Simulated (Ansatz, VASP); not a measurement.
# One calculation of TePb, two programs

Contents of INCAR:

```
  ALGO = Normal
  EDIFF = 1E-6
  ENCUT = 500
  GGA = PE
  GGA_COMPAT = False
  ISIF = 2
  ISMEAR = 0
  LASPH = True
  LCHARG = False
  LREAL = False
  LWAVE = False
  NBANDS = 17
  NELM = 120
  PREC = Accurate
  SIGMA = 0.1
```

File KPOINTS:

```
k-points
0
Gamma
  6 6 6
```

Contents of POSCAR:

```
TePb
1.0
    0.0000000000      3.2200000000      3.2200000000
    3.2200000000      0.0000000000      3.2200000000
    3.2200000000      3.2200000000      0.0000000000
Pb Te
1 1
Direct
    0.0000000000      0.0000000000      0.0000000000
    0.5000000000      0.5000000000      0.5000000000
```

Input for Ansatz:

```yaml
crystal:
  lattice:
    - [0.0, 3.22, 3.22]
    - [3.22, 0.0, 3.22]
    - [3.22, 3.22, 0.0]
  atoms:
    - { symbol: Pb, position: [0.0, 0.0, 0.0] }
    - { symbol: Te, position: [0.5, 0.5, 0.5] }
basis:
  ecutwfc: 420
kpoints:
  mp_grid: { grid: [6, 6, 6] }
hamiltonian:
  xc: pbe
  pseudopotentials: { kind: paw, azcp: { folder: soft_1 } }
scf:
  occupations: { method: gaussian, width: 0.1 }
output:
  forces: true
  stress: true
  eigenvalues: true
```

Alike in both runs: task single point; functional PBE; k mesh 6 × 6 × 6; occupations gaussian, width 0.1 eV; no spin polarisation.

```csv
,VASP,Ansatz
version,VASP 6.6.1,Ansatz 0.2.0
potentials or method,"VASP PAW PBE potentials, release 64 (Pb_d, Te), cutoff 500 eV","scalar-relativistic, plane waves, PAW"
valence electrons in the cell,20,30
```

VASP gave:

```
gap on the k mesh at the Fermi level (eV) : 0.71
least direct gap on the mesh (eV)         : 0.71
pressure (GPa)                            : 2.6
```

Task: Which values does Ansatz return?

Result: gap on the k mesh at the Fermi level (eV): 0.71; least direct gap on the mesh (eV): 0.71; pressure (GPa): 2.7.

VASP's potentials hold 20 valence electrons a cell and Ansatz's 30, so a difference there can come from the potentials and not from the codes.

Neither program's run includes spin-orbit coupling.
